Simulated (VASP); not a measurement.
Here is a VASP 6.6.1 calculation.

Contents of INCAR:

```
ALGO = Normal ; EDIFF = 1E-6
ENCUT = 520 ; GGA = PE
ISIF = 2 ; ISMEAR = -1
LASPH = True ; LCHARG = False
LREAL = False ; LWAVE = False
NBANDS = 36 ; NELM = 80
PREC = Accurate ; SIGMA = 0.02
```

File KPOINTS:

```
k-points
0
Gamma
  6 6 6
```

POSCAR

```
CdAs2C
1.0
   -2.8679541182      2.8679541182      4.4997870049
    2.8679541182     -2.8679541182      4.4997870049
    2.8679541182      2.8679541182     -4.4997870049
Cd As C
2 4 2
Direct
    0.0000000000      0.0000000000      0.0000000000
    0.7500000000      0.2500000000      0.5000000000
    0.3750000000      0.4615929393      0.5865929393
    0.2115929393      0.6250000000      0.0865929393
    0.8750000000      0.7884070607      0.4134070607
    0.5384070607      0.1250000000     -0.0865929393
    0.5000000000      0.5000000000      0.0000000000
    0.2500000000      0.7500000000      0.5000000000
```

Potentials or basis: VASP PAW PBE potentials, release 64 (Cd, As, C).

Launch:

```bash
$ cat potpaw_PBE.64/Cd/POTCAR potpaw_PBE.64/As/POTCAR potpaw_PBE.64/C/POTCAR > POTCAR
$ mpirun -np 1 vasp_std > vasp.out
```

Estimate the pressure.

2.7 GPa.

Estimate the band gap on the k mesh.

0.19 eV.

Stress tensor (GPa, compression positive):
```
2.84 0.00 0.00
0.00 2.84 0.00
0.00 0.00 2.33
```

A k mesh can miss the band edges.
